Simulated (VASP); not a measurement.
# Ni (Fm-3m) in VASP: further runs, part 2 of 2

VASP 6.6.1. Earlier steps stand in the parts before.

## Step 4: Single point, r2SCAN, collinear spin, ferromagnetic start

This run uses another cell than the first one, of 11.12 Å³/atom, 1.039 times its volume.

The input, POSCAR:

```
Ni
1.0
    0.0000000000      1.7716516424      1.7716516424
    1.7716516424      0.0000000000      1.7716516424
    1.7716516424      1.7716516424      0.0000000000
Ni
1
Direct
    0.0000000000      0.0000000000      0.0000000000
```

The input, INCAR.step1:

```
SYSTEM = Ni
PREC = Accurate
ENCUT = 520
ISMEAR = -1
SIGMA = 0.05
LREAL = .False.
LASPH = .True.
NELM = 150
ISPIN = 2
MAGMOM = 1
LMAXMIX = 4
NBANDS = 15
GGA = PE
ALGO = Normal
EDIFF = 1E-4
LWAVE = .True.
LCHARG = .False.
```

The input, INCAR.step2:

```
SYSTEM = Ni
PREC = Accurate
ENCUT = 520
EDIFF = 1E-6
ISMEAR = -1
SIGMA = 0.05
LREAL = .False.
LASPH = .True.
NELM = 150
ALGO = Normal
ISIF = 2
LWAVE = .False.
LCHARG = .True.
ISPIN = 2
MAGMOM = 1
LORBIT = 11
LMAXMIX = 4
METAGGA = R2SCAN
LMIXTAU = .True.
LELF = .True.
LVHAR = .True.
NBANDS = 15
ISTART = 1
```

The input, KPOINTS:

```
Automatic mesh
0
Gamma
  13 13 13
  0 0 0
```

Potentials or basis: VASP PAW PBE potentials, release 64 (Ni).

Run with:

```bash
> cat potpaw_PBE.64/Ni/POTCAR > POTCAR
> cp INCAR.step1 INCAR
> mpirun -np 1 vasp_std > vasp.out
> cp INCAR.step2 INCAR
> mpirun -np 1 vasp_std > vasp.out
```

OUTCAR:

```text
SYSTEM = Ni
   PREC = Accurate
   ENCUT = 520
   EDIFF = 1E-6
   ISMEAR = -1
   LREAL = .False.
   LASPH = .True.
   NELM = 150
   ISIF = 2
   ISPIN = 2
   LORBIT = 11
   METAGGA = R2SCAN
   ISTART = 1

 ion  position               nearest neighbor table
   1  0.000  0.000  0.000-

  LATTYP: Found a face centered cubic cell.
 ALAT       =     3.5433032848

  Lattice vectors:

 A1 = (   0.0000000000,   1.7716516424,   1.7716516424)
 A2 = (   1.7716516424,   0.0000000000,   1.7716516424)
 A3 = (   1.7716516424,   1.7716516424,   0.0000000000)

Analysis of symmetry for initial positions (statically):
=====================================================================
 Subroutine PRICEL returns:
 Original cell was already a primitive cell.

 Routine SETGRP: Setting up the symmetry group for a
 face centered cubic supercell.

 Subroutine GETGRP returns: Found 48 space group operations
 (whereof 48 operations were pure point group operations)
 out of a pool of 48 trial point group operations.

The static configuration has the point symmetry O_h .

Analysis of symmetry for dynamics (positions and initial velocities):
=====================================================================
 Subroutine PRICEL returns:
[... 623 lines left out ...]
      9      37.4437      0.00000
     10      37.4437      0.00000
     11      40.1854      0.00000
     12      40.1854      0.00000
     13      40.1854      0.00000
     14      43.4763      0.00000
[... 403 lines left out ...]
      4       7.5327      1.00000
      5       9.2053      0.02848
      6      10.2598      0.00000
      7      17.2617      0.00000
      8      28.2081      0.00000
      9      30.0721      0.00000
     10      32.2087      0.00000
     11      42.4105      0.00000
     12      42.6887      0.00000
     13      45.8152      0.00000
     14      48.9998      0.00000
     15      55.0557      0.00000

 [... further k-points ...]
[... 5 lines left out ...]
  --------------------------------------------------------------------------------------
  -------------------------------------------------------------------------------------
  Total       -0.7140264     -0.7140264     -0.7140264      0.0000000      0.0000000     -0.0000000
  in kB     -102.8631579   -102.8631579   -102.8631579      0.0000000      0.0000000     -0.0000000
  external PRESSURE =    -102.8631579 kB  Pullay stress =       0.0000000 kB

 VOLUME and BASIS-vectors are now :
 -----------------------------------------------------------------------------
  energy-cutoff  :      520.00
  volume of cell :       11.12
      direct lattice vectors                 reciprocal lattice vectors
     0.000000000  1.771651642  1.771651642    -0.282222525  0.282222525  0.282222525
     1.771651642  0.000000000  1.771651642     0.282222525 -0.282222525  0.282222525
     1.771651642  1.771651642  0.000000000     0.282222525  0.282222525 -0.282222525

 POSITION                                       TOTAL-FORCE (eV/Angst)
 -----------------------------------------------------------------------------------
      0.00000      0.00000      0.00000         0.000000      0.000000      0.000000
 -----------------------------------------------------------------------------------
    total drift:                               -0.000000     -0.000000     -0.000000

  FREE ENERGIE OF THE ION-ELECTRON SYSTEM (eV)
  ---------------------------------------------------
  free  energy   TOTEN  =       -11.9262454741 eV

  energy  without entropy=      -11.9140379801  energy(sigma->0) =      -11.92014173

 total charge

# of ion       s       p       d       tot
------------------------------------------
    1        0.504   0.500   8.301   9.306

 magnetization (x)

# of ion       s       p       d       tot
------------------------------------------
    1       -0.010  -0.041   0.809   0.759
```

OUTCAR.step1:

```text
SYSTEM = Ni
   PREC = Accurate
   ENCUT = 520
   ISMEAR = -1
   LREAL = .False.
   LASPH = .True.
[... 1101 lines left out ...]
 -----------------------------------------------------------------------------------
      0.00000      0.00000      0.00000         0.000000     -0.000000     -0.000000
 -----------------------------------------------------------------------------------
    total drift:                               -0.000000     -0.000000     -0.000000

  FREE ENERGIE OF THE ION-ELECTRON SYSTEM (eV)
  ---------------------------------------------------
  free  energy   TOTEN  =        -5.4770001611 eV

  energy  without entropy=       -5.4632798571  energy(sigma->0) =       -5.47014001
```

It took 75 s on 1 thread of AMD EPYC 9R45 (Zen 5), shared host; peak memory 0.12 GiB.

What came out:

| Quantity | Value |
| --- | --- |
| Free energy | -11.9262 eV |
| Pressure | -10.3 GPa |
| Net moment | 0.73 μB per cell |
| Site moments | Ni +0.76 μB |
| Valence electrons inside the program's atomic spheres | Ni 9.31 |

Levels at points of the mesh, in eV from the Fermi level:
Spin up:
| k point | band 1 | band 2 | band 3 | band 4 | band 5 | band 6 | band 7 | band 8 | band 9 | band 10 |
| --- | --- | --- | --- | --- | --- | --- | --- | --- | --- | --- |
| (0.00, 0.00, 0.00) | -9.26 | -2.91 | -2.91 | -2.91 | -1.65 | -1.65 | 24.33 | 28.30 | 28.30 | 28.30 |
Spin down:
| k point | band 1 | band 2 | band 3 | band 4 | band 5 | band 6 | band 7 | band 8 | band 9 | band 10 |
| --- | --- | --- | --- | --- | --- | --- | --- | --- | --- | --- |
| (0.00, 0.00, 0.00) | -9.52 | -1.56 | -1.56 | -1.56 | -0.91 | -0.91 | 24.06 | 28.41 | 28.41 | 28.41 |

Caveat: the PAW data sets were made with another functional, which shifts forces and pressure a little.

## Step 5: Summary

```csv
cell,gap on the mesh (eV),pressure (GPa),moment (μB)
"a = 2.474 Å, angles 60.0°, 1 atom",none,-3.8,0.69
"a = 2.490 Å, angles 60.0°, 1 atom",none,-7.3,0.71
"a = 2.505 Å, angles 60.0°, 1 atom",none,-10.3,0.73
```

Alike in all rows: task single point; level r2SCAN; potentials or basis VASP PAW PBE potentials, release 64 (Ni); spin collinear, ferromagnetic start; k mesh 13 × 13 × 13; cutoff (eV) 520; smearing fermi-dirac 0.05 eV.

Caveats: the PAW data sets were made with another functional, which shifts forces and pressure a little.

Absolute energies hang on the potentials; compare differences alone.
